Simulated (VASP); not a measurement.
**Ba2TeOsO6: single point with PBE**

Crystal: Ba2TeOsO6.

```
Os O Te Ba
1.0
     0.00000    5.67065    0.00000
     5.67065    0.00000    0.00000
     2.83532    2.83532   -4.38341
Os O Te Ba
1 6 1 2
Direct
  0.00000 0.00000 0.00000
  0.24400 0.26300 0.00000
  0.26300 0.75600 0.00000
  0.75600 0.73700 0.00000
  0.73700 0.24400 0.00000
  0.28100 0.28100 0.43800
  0.71900 0.71900 0.56200
  0.50000 0.50000 0.00000
  0.75000 0.25000 0.50000
  0.25000 0.75000 0.50000
```

```
Program                : VASP 6.6.1
Task                   : single point
Functional             : PBE
Potentials or basis    : VASP PAW PBE potentials, release 64 (Os, O, Te, Ba_sv)
Cutoff                 : 520 eV
k mesh                 : 6 × 6 × 6
Occupations            : methfessel-paxton, width 0.0159 eV
Spin                   : no spin polarisation
Dipole correction      : no
Further INCAR settings : ALGO = Normal; EDIFF = 1e-07; NBANDS = 46
```

```json
{"Pressure": "10.7 GPa", "Largest force": "2.696 eV/Å", "Band gap on the k mesh": "zero (band 35 reaches 6.28 eV, above the bottom of band 36 at 5.75 eV)"}
```

Forces on the atoms (eV/Å):
```
Os   0.000  0.000  0.000
O   -0.670 -0.884  0.000
O    0.884 -0.670  0.000
O    0.670  0.884  0.000
O   -0.884  0.670  0.000
O    0.000  0.000 -2.696
O    0.000  0.000  2.696
Te   0.000  0.000  0.000
Ba   0.000  0.000  0.000
Ba   0.000  0.000  0.000
```

Stress tensor (GPa, compression positive):
```
11.81  0.00  0.00
 0.00 11.81  0.00
 0.00  0.00  8.52
```

Levels at points of the mesh, in eV from the Fermi level:
```
           k point  band 31  band 32  band 33  band 34  band 35  band 36  band 37  band 38  band 39  band 40
(0.00, 0.00, 0.00)    -2.91    -2.61    -0.92    -0.52    -0.52    -0.41     1.49     2.12     2.95     3.01
(0.50, 0.00, 0.00)    -3.14    -2.94    -0.53    -0.22    -0.15     0.51     1.39     2.25     3.62     4.00
(0.50, 0.50, 0.00)    -3.71    -3.07    -1.51    -0.40     0.12     0.54     1.70     4.21     4.49     4.70
(0.00, 0.00, 0.50)    -3.43    -2.63    -1.37    -0.44     0.12     0.12     2.74     3.54     3.95     4.33
```

Run time: 6.6 min on 1 thread of Oxide Virtual Turin-like Processor, with other jobs on the host, peak memory 0.38 GiB.

Caveat: spin-orbit coupling is left out, which moves the levels of the heavy elements; forces of over 1 eV/Å act on the atoms, so gaps and moduli don't describe the material at rest.
